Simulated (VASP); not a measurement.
Cs:

```
CELL_PARAMETERS angstrom
0.00000 3.43666 3.43666
3.43666 0.00000 3.43666
3.43666 3.43666 0.00000
ATOMIC_POSITIONS crystal
Cs 0.00000 0.00000 0.00000
```

This isn't the form of Cs at room conditions, which is bcc.

| Item | Value |
| --- | --- |
| Program | VASP 6.6.1 |
| Task | relaxation of cell and atoms |
| Functional | r2SCAN |
| Potentials or basis | VASP PAW PBE potentials, release 64 (Cs_sv) |
| Cutoff | 600 eV |
| k mesh | 10 × 10 × 10 |
| Occupations | gaussian, width 0.1 eV |
| Spin | no spin polarisation |

At the start: pressure 1.3 GPa; volume 81.18 Å³/atom.

Task: Where does the relaxation end?

Result: Over 4 steps the energy falls by 147.3 meV/atom and the volume is 122.76 Å³/atom (+51.2 %); space group Fm-3m (No. 225, to 0.1 Å) before and after.

Step by step:
```tsv
step	energy change (eV)	largest force (eV/Å)	pressure (GPa)	volume (Å³)
1	0.0000	0.0000	1.33	81.18
2	-0.0595	0.0000	0.99	89.38
3	-0.1452	0.0000	0.11	117.24
4	-0.1473	0.0000	0.01	122.76
```

Final structure:
```yaml
crystal:
  lattice:
    - [0.00000, 3.94465, 3.94465]
    - [3.94465, 0.00000, 3.94465]
    - [3.94465, 3.94465, 0.00000]
  atoms:
    - { symbol: Cs, position: [0.00000, 0.00000, 0.00000] }
```

Caveat: the volume moved by over 15 % at a fixed basis, so the end points are rough; the PAW data sets were made with another functional, which shifts forces and pressure a little.
